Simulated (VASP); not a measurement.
# MgS (rocksalt type) (Fm-3m) in VASP: settings compared

The runs below take MgS (rocksalt type) through single point, relaxation of cell and atoms, with PBE, LDA, revPBE.

Everything below comes from runs of VASP 6.6.1. Logs are shortened: lines on timing, memory, paths and dates and some standing lists are left out, and cuts for length are marked.

## 1. The cell of the first run

It takes space group Fm-3m (No. 225, cubic). Conventional cell: a = 5.229 Å, b = 5.229 Å, c = 5.229 Å, α = 90.00°, β = 90.00°, γ = 90.00°. Within 3.4 Å of Mg (site symmetry m-3m) lie 6 S at 2.61 Å. Within 3.4 Å of S (site symmetry m-3m) lie 6 Mg at 2.61 Å.

## 2. Single point, PBE

INCAR

```
SYSTEM = MgS
PREC     = Accurate       ! precision mode
ENCUT    = 520            ! plane-wave cutoff, eV
EDIFF    = 1E-7           ! SCF threshold, eV
ISMEAR   = -1             ! smearing method
SIGMA    = 0.03           ! smearing width, eV
LREAL    = .False.        ! projectors in reciprocal space
LASPH    = .True.         ! aspherical terms in the spheres
NELM     = 80             ! most SCF steps
ALGO     = Normal         ! electronic algorithm
ISIF     = 2              ! what is computed and relaxed
LWAVE    = .False.        ! write WAVECAR
LCHARG   = .False.        ! write CHGCAR
GGA      = PE             ! functional
NBANDS   = 11             ! bands
```

KPOINTS

```
Automatic mesh
0
Gamma
  14 14 14
  0 0 0
```

POSCAR

```
MgS
1.0
    0.0000000000      2.6144408669      2.6144408669
    2.6144408669      0.0000000000      2.6144408669
    2.6144408669      2.6144408669      0.0000000000
Mg S
1 1
Direct
    0.0000000000      0.0000000000      0.0000000000
    0.5000000000      0.5000000000      0.5000000000
```

Potentials or basis: VASP PAW PBE potentials, release 64 (Mg, S).

On the command line:

```bash
cat potpaw_PBE.64/Mg/POTCAR potpaw_PBE.64/S/POTCAR > POTCAR
mpirun -np 1 vasp_std > vasp.out
```

OUTCAR:

```text
SYSTEM = MgS
   PREC = Accurate
   ENCUT = 520
   EDIFF = 1E-7
   ISMEAR = -1
   LREAL = .False.
   LASPH = .True.
   NELM = 80
   ISIF = 2
   GGA = PE

 ion  position               nearest neighbor table
   1  0.000  0.000  0.000-   2 2.61   2 2.61   2 2.61   2 2.61   2 2.61   2 2.61
   2  0.500  0.500  0.500-   1 2.61   1 2.61   1 2.61   1 2.61   1 2.61   1 2.61

  LATTYP: Found a face centered cubic cell.
 ALAT       =     5.2288817338

  Lattice vectors:

 A1 = (   0.0000000000,   2.6144408669,   2.6144408669)
 A2 = (   2.6144408669,   0.0000000000,   2.6144408669)
 A3 = (   2.6144408669,   2.6144408669,   0.0000000000)

Analysis of symmetry for initial positions (statically):
=====================================================================
 Subroutine PRICEL returns:
 Original cell was already a primitive cell.

 Routine SETGRP: Setting up the symmetry group for a
 face centered cubic supercell.

 Subroutine GETGRP returns: Found 48 space group operations
 (whereof 48 operations were pure point group operations)
 out of a pool of 48 trial point group operations.

The static configuration has the point symmetry O_h .

Analysis of symmetry for dynamics (positions and initial velocities):
=====================================================================
 Subroutine PRICEL returns:
 Original cell was already a primitive cell.

 Routine SETGRP: Setting up the symmetry group for a
 face centered cubic supercell.

 Subroutine GETGRP returns: Found 48 space group operations
 (whereof 48 operations were pure point group operations)
 out of a pool of 48 trial point group operations.

The dynamic configuration has the point symmetry O_h .

 Subroutine INISYM returns: Found 48 space group operations
 (whereof 48 operations are pure point group operations),
 and found     1 'primitive' translations

----------------------------------------------------------------------------------------

                                     Primitive cell

  volume of cell :      35.7410

  direct lattice vectors                    reciprocal lattice vectors
     0.000000000  2.614440867  2.614440867    -0.191245481  0.191245481  0.191245481
     2.614440867  0.000000000  2.614440867     0.191245481 -0.191245481  0.191245481
     2.614440867  2.614440867  0.000000000     0.191245481  0.191245481 -0.191245481

  length of vectors
[... 82 lines left out ...]
   EDIFF  = 0.1E-06   stopping-criterion for ELM
   LREAL  =      F    real-space projection
   EDIFFG = 0.1E-05   stopping-criterion for IOM
   NSW    =      0    number of steps for IOM
   IBRION =     -1    ionic relax: 0-MD 1-quasi-New 2-CG
   NFREE  =      0    steps in history (QN), initial steepest desc. (CG)
   ISIF   =      2    stress and relaxation
   ISYM   =      2    0-nonsym 1-usesym 2-fastsym
   POTIM  = 0.5000    time-step for ionic-motion
   TEBEG  =    0.0;   TEEND  =   0.0 temperature during run
   PSTRESS=    0.0 pullay stress
   NELECT =       8.0000    total number of electrons
   NUPDOWN=      -1.0000    fix difference up-down
   EMIN   =  10.00;   EMAX   =-10.00  energy-range for DOS
   EFERMI =   0.00;   METHOD = LEGACY
   ISMEAR =    -1;   SIGMA  =   0.03  broadening in eV -4-tet -1-fermi 0-gaus
   EFERMI_NEDOS =   21; number of points for ismear=-14 and -15
   IALGO  =     38    algorithm
   IMIX   =      4    mixing-type and parameters
     AMIX     =   0.40;   BMIX     =  1.00
     AMIX_MAG =   1.60;   BMIX_MAG =  1.00
  volume/ion in A,a.u.               =      17.87       120.60
  Fermi-wavevector in a.u.,A,eV,Ry     =   0.993992  1.878372 13.442816  0.988019
  Thomas-Fermi vector in A             =   2.125912
   LORBIT       =      0    0 simple, 1 ext, 2 COOP (PROOUT), +10 PAW based schemes
   GGA     = PE    functional components
   LHFCALC =     F    Hartree Fock is set to
   AEXX    =    0.0000 exact exchange contribution
   IVDW    =     0    specifies the selected vdW correction
   LEPSILON=     F    determine dielectric tensor
   LRPA    =     F    only Hartree local field effects (RPA)
 non-spin polarized calculation
  energy-cutoff  :      520.00
  volume of cell :       35.74
 maximum number of plane-waves:       982
   NGX = 13   NGY = 13   NGZ = 13

 number of electron       8.0000000 magnetization

 Free energy of the ion-electron system (eV)
  ---------------------------------------------------
  ext. energy  EPLUGINS =         0.00000000
  ---------------------------------------------------
  free energy    TOTEN  =        -8.50316765 eV

  energy without entropy =       -8.50316765  energy(sigma->0) =       -8.50316765

 E-fermi :   4.1859     XC(G=0):  -9.6278

 val. band max:        3.5947726007   @ k =   0.0000   0.0000   0.0000
 cond. band min:       6.3383358419   @ k =   0.5000   0.5000   0.0000
 fundamental gap:      2.7435632411
 Fermi energy:         4.1859146312

 k-point     1 :       0.0000    0.0000    0.0000
  band No.  band energies     occupation
      1      -8.9892      2.00000
      2       3.5948      2.00000
      3       3.5948      2.00000
      4       3.5948      2.00000
      5       7.1899      0.00000
      6      11.5583      0.00000
      7      11.5583      0.00000
      8      11.5583      0.00000
      9      13.9279      0.00000
     10      13.9279      0.00000
     11      16.0981      0.00000
[... 309 lines left out ...]
 k-point    24 :       0.2857    0.1429    0.0000
  band No.  band energies     occupation
      1      -8.3427      2.00000
      2       0.9271      2.00000
      3       2.8798      2.00000
      4       2.8833      2.00000
      5       9.0296      0.00000
      6      10.3152      0.00000
      7      10.8560      0.00000
      8      12.3962      0.00000
      9      13.8104      0.00000
     10      15.0783      0.00000
     11      16.9717      0.00000

 [... further k-points ...]
[... 5 lines left out ...]
  --------------------------------------------------------------------------------------
  -------------------------------------------------------------------------------------
  Total       -0.0573682     -0.0573682     -0.0573682      0.0000000      0.0000000      0.0000000
  in kB       -2.5716696     -2.5716696     -2.5716696      0.0000000      0.0000000      0.0000000
  external PRESSURE =      -2.5716696 kB  Pullay stress =       0.0000000 kB

 VOLUME and BASIS-vectors are now :
 -----------------------------------------------------------------------------
  energy-cutoff  :      520.00
  volume of cell :       35.74
      direct lattice vectors                 reciprocal lattice vectors
     0.000000000  2.614440867  2.614440867    -0.191245481  0.191245481  0.191245481
     2.614440867  0.000000000  2.614440867     0.191245481 -0.191245481  0.191245481
     2.614440867  2.614440867  0.000000000     0.191245481  0.191245481 -0.191245481

 POSITION                                       TOTAL-FORCE (eV/Angst)
 -----------------------------------------------------------------------------------
      0.00000      0.00000      0.00000         0.000000     -0.000000     -0.000000
      2.61444      2.61444      2.61444        -0.000000      0.000000      0.000000
 -----------------------------------------------------------------------------------
    total drift:                                0.000000      0.000000      0.000000

  FREE ENERGIE OF THE ION-ELECTRON SYSTEM (eV)
  ---------------------------------------------------
  free  energy   TOTEN  =        -8.5031676543 eV

  energy  without entropy=       -8.5031676543  energy(sigma->0) =       -8.50316765
```

OSZICAR:

```text
N       E                     dE             d eps       ncg     rms          rms(c)
DAV:   1     0.208154752400E+02    0.20815E+02   -0.35553E+03  2416   0.591E+02
DAV:   2    -0.758954653055E+01   -0.28405E+02   -0.26807E+02  2882   0.989E+01
DAV:   3    -0.890657725060E+01   -0.13170E+01   -0.13146E+01  2809   0.225E+01
DAV:   4    -0.891464057010E+01   -0.80633E-02   -0.80624E-02  2743   0.211E+00
DAV:   5    -0.891471040436E+01   -0.69834E-04   -0.69833E-04  2846   0.194E-01    0.435E+00
DAV:   6    -0.854377505860E+01    0.37094E+00   -0.81130E-01  2606   0.352E+00    0.340E+00
DAV:   7    -0.850347732416E+01    0.40298E-01   -0.21709E-01  2755   0.201E+00    0.225E+00
DAV:   8    -0.850346177931E+01    0.15545E-04   -0.15154E-02  2486   0.746E-01    0.990E-01
DAV:   9    -0.850315596915E+01    0.30581E-03   -0.81770E-04  2591   0.164E-01    0.355E-01
DAV:  10    -0.850317132767E+01   -0.15359E-04   -0.24399E-04  2675   0.714E-02    0.446E-02
DAV:  11    -0.850316783970E+01    0.34880E-05   -0.20988E-05  2745   0.200E-02    0.218E-02
DAV:  12    -0.850316770586E+01    0.13384E-06   -0.80102E-07  2737   0.544E-03    0.304E-03
DAV:  13    -0.850316765434E+01    0.51516E-07   -0.19609E-08  1630   0.713E-04
   1 F= -.85031677E+01 E0= -.85031677E+01  d E =-.200640E-10
```

stdout:

```text
POSCAR found type information on POSCAR MgS
 POSCAR found :  2 types and       2 ions
 scaLAPACK will be used
 LDA part: xc-table for (Slater+PW92), standard interpolation
 POSCAR, INCAR and KPOINTS ok, starting setup
 FFT: planning ... GRIDC
 FFT: planning ... GRID_SOFT
 FFT: planning ... GRID
 WAVECAR not read
 entering main loop
```

It took 50 s on 1 thread of Intel Xeon 6975P-C, shared host; peak memory 0.18 GiB.

What came out:

```yaml
Free_energy: -8.5032 eV
Pressure: -0.3 GPa
Band_gap_on_the_k_mesh: 2.74 eV, indirect (least direct gap 3.60 eV)
```

Levels at points of the mesh, in eV from the valence-band top:
| k point | band 1 | band 2 | band 3 | band 4 | band 5 | band 6 | band 7 | band 8 | band 9 |
| --- | --- | --- | --- | --- | --- | --- | --- | --- | --- |
| (0.00, 0.00, 0.00) | -12.58 | 0.00 | 0.00 | 0.00 | 3.60 | 7.96 | 7.96 | 7.96 | 10.33 |
| (0.50, 0.00, 0.00) | -11.32 | -4.75 | -0.57 | -0.57 | 4.53 | 6.89 | 6.89 | 9.95 | 12.07 |
| (0.50, 0.50, 0.00) | -10.96 | -4.12 | -1.65 | -1.65 | 2.74 | 4.44 | 11.86 | 12.78 | 13.22 |

A k mesh can miss the band edges.

## 3. Single point, LDA

INCAR

```
PREC = Accurate
ENCUT = 520
EDIFF = 1E-7
ISMEAR = -1
SIGMA = 0.03
LREAL = False
LASPH = True
NELM = 60
ALGO = Normal
ISIF = 2
LWAVE = False
LCHARG = False
NBANDS = 11
```

KPOINTS

```
regular mesh
0
Gamma
  14 14 14
```

POSCAR is that of step 2.

Potentials or basis: VASP PAW LDA potentials, release 64 (Mg, S).

On the command line:

```bash
cat potpaw_LDA.64/Mg/POTCAR potpaw_LDA.64/S/POTCAR > POTCAR
mpirun -np 1 vasp_std > vasp.out
```

It took 41 s on 1 thread of Intel Xeon 6975P-C, shared host; peak memory 0.17 GiB.

Results (log left out):

```yaml
Free_energy: -9.5576 eV
Pressure: -4.8 GPa
Band_gap_on_the_k_mesh: 2.53 eV, indirect (least direct gap 3.38 eV)
```

Levels at points of the mesh, in eV from the valence-band top:
```tsv
k point	band 2	band 3	band 4	band 5	band 6	band 7
(0.00, 0.00, 0.00)	0.00	0.00	0.00	3.38	7.85	7.85
(0.50, 0.00, 0.00)	-4.83	-0.58	-0.58	4.35	6.72	6.72
(0.50, 0.50, 0.00)	-4.18	-1.68	-1.68	2.53	4.30	11.65
```

A k mesh can miss the band edges. LDA gaps usually lie below the measured ones, often by a third to a half.

## 4. Single point, revPBE

INCAR

```
PREC = Accurate
ENCUT = 520
EDIFF = 1E-6
ISMEAR = -1
SIGMA = 0.03
LREAL = False
LASPH = True
NELM = 100
ALGO = Normal
ISIF = 2
LWAVE = False
LCHARG = False
GGA = RE
NBANDS = 11
```

KPOINTS

```
Automatic mesh
0
Gamma
  14 14 14
```

POSCAR is that of step 3.

Potentials or basis: VASP PAW PBE potentials, release 64 (Mg, S).

On the command line:

```bash
cat potpaw_PBE.64/Mg/POTCAR potpaw_PBE.64/S/POTCAR > POTCAR
mpirun -np 1 vasp_std > vasp.out
```

Run time: 35 s. Hardware: 1 thread of Intel Xeon 6975P-C, shared host; peak memory 0.18 GiB.

Results (log left out):

```yaml
Free_energy: -8.0316 eV
Pressure: 1.4 GPa
Band_gap_on_the_k_mesh: 2.86 eV, indirect (least direct gap 3.72 eV)
```

Levels at points of the mesh, in eV from the valence-band top:
```tsv
k point	band 1	band 2	band 3	band 4	band 5	band 6	band 7	band 8	band 9
(0.00, 0.00, 0.00)	-12.57	0.00	0.00	0.00	3.72	7.99	7.99	7.99	10.35
(0.50, 0.00, 0.00)	-11.31	-4.72	-0.57	-0.57	4.60	6.95	6.95	10.11	12.16
(0.50, 0.50, 0.00)	-10.95	-4.10	-1.64	-1.64	2.86	4.48	11.95	12.78	13.35
```

Caveat: the PAW data sets were made with another functional, which shifts forces and pressure a little. revPBE gaps usually lie below the measured ones, often by a third to a half.

## 5. Relaxation of cell and atoms, PBE

This run uses another cell than the first one, of 14.61 Å³/atom, 0.817 times its volume.

INCAR

```
PREC = Accurate
ENCUT = 600
EDIFF = 1E-7
ISMEAR = -1
SIGMA = 0.03
LREAL = False
LASPH = True
NELM = 60
ALGO = Normal
ISIF = 3
LWAVE = False
LCHARG = False
GGA = PE
IBRION = 2
NSW = 100
EDIFFG = -0.005
```

KPOINTS

```
regular mesh
0
Gamma
  14 14 14
```

POSCAR

```
MgS
1.0
    0.0000000000      2.4445947985      2.4445947985
    2.4445947985      0.0000000000      2.4445947985
    2.4445947985      2.4445947985      0.0000000000
Mg S
1 1
Direct
    0.0000000000      0.0000000000      0.0000000000
    0.5000000000      0.5000000000      0.5000000000
```

On the command line:

```bash
cat potpaw_PBE.64/Mg/POTCAR potpaw_PBE.64/S/POTCAR > POTCAR
mpirun -np 1 vasp_std > vasp.out
```

It used 83 s of CPU time on 1 thread of Intel Xeon 6975P-C, on a shared host.

It converged, with:

| Item | Value |
| --- | --- |
| Free energy | -8.5027 eV |
| Relaxed volume | 17.80 Å³/atom |
| Relaxed cell | a = 3.693 Å, b = 3.693 Å, c = 3.693 Å, α = 60.00°, β = 60.00°, γ = 60.00° |
| Space group after relaxing (to 0.05 Å) | Fm-3m (No. 225) |
| Energy gained by relaxing | 187.6 meV/atom |
| Ionic steps | 5 |
| Pressure after relaxing | 0.0 GPa |
| Band gap on the k mesh | 2.75 eV, indirect (least direct gap 3.62 eV) |

Step by step:
| step | energy change (eV) | largest force (eV/Å) | pressure (GPa) | volume (Å³) |
| --- | --- | --- | --- | --- |
| 1 | 0.0000 | 0.0000 | 22.24 | 29.22 |
| 2 | -0.3224 | 0.0000 | -5.19 | 38.66 |
| 3 | -0.3752 | 0.0000 | 0.14 | 35.55 |
| 4 | -0.3752 | 0.0000 | -0.15 | 35.69 |
| 5 | -0.3753 | 0.0000 | 0.02 | 35.61 |

Final structure:
```
Mg S
1.0
     0.00000    2.61122    2.61122
     2.61122    0.00000    2.61122
     2.61122    2.61122    0.00000
Mg S
1 1
Direct
  0.00000 0.00000 0.00000
  0.50000 0.50000 0.50000
```

Levels at points of the mesh, in eV from the valence-band top:
```csv
k point,band 1,band 2,band 3,band 4,band 5,band 6,band 7,band 8
"(0.00, 0.00, 0.00)",-12.60,0.00,0.00,0.00,3.62,7.96,7.96,7.96
"(0.50, 0.00, 0.00)",-11.33,-4.77,-0.58,-0.58,4.53,6.89,6.89,9.99
"(0.50, 0.50, 0.00)",-10.96,-4.14,-1.66,-1.66,2.75,4.43,11.90,12.79
```

Caveat: the volume moved by over 15 % at a fixed basis, so the end points are rough. A k mesh can miss the band edges.

## 6. Overview

| task | level | potentials or basis | cell | cutoff (eV) | gap on the mesh (eV) | pressure (GPa) |
| --- | --- | --- | --- | --- | --- | --- |
| single point | PBE | VASP PAW PBE potentials, release 64 (Mg, S) | a = 3.697 Å, angles 60.0°, 2 atoms | 520 | 2.74 | -0.3 |
| single point | LDA | VASP PAW LDA potentials, release 64 (Mg, S) | a = 3.697 Å, angles 60.0°, 2 atoms | 520 | 2.53 | -4.8 |
| single point | revPBE | VASP PAW PBE potentials, release 64 (Mg, S) | a = 3.697 Å, angles 60.0°, 2 atoms | 520 | 2.86 | 1.4 |
| relaxation of cell and atoms | PBE | VASP PAW PBE potentials, release 64 (Mg, S) | relaxed from a = 3.457 Å, angles 60.0°, 2 atoms | 600 | 2.75 | 0.0 |

Alike in all rows: no spin polarisation; k mesh 14 × 14 × 14; smearing fermi-dirac 0.03 eV.

Caveats: the PAW data sets were made with another functional, which shifts forces and pressure a little (some runs); the volume moved by over 15 % at a fixed basis, so the end points are rough (some runs).

Absolute energies hang on the potentials; compare differences alone.
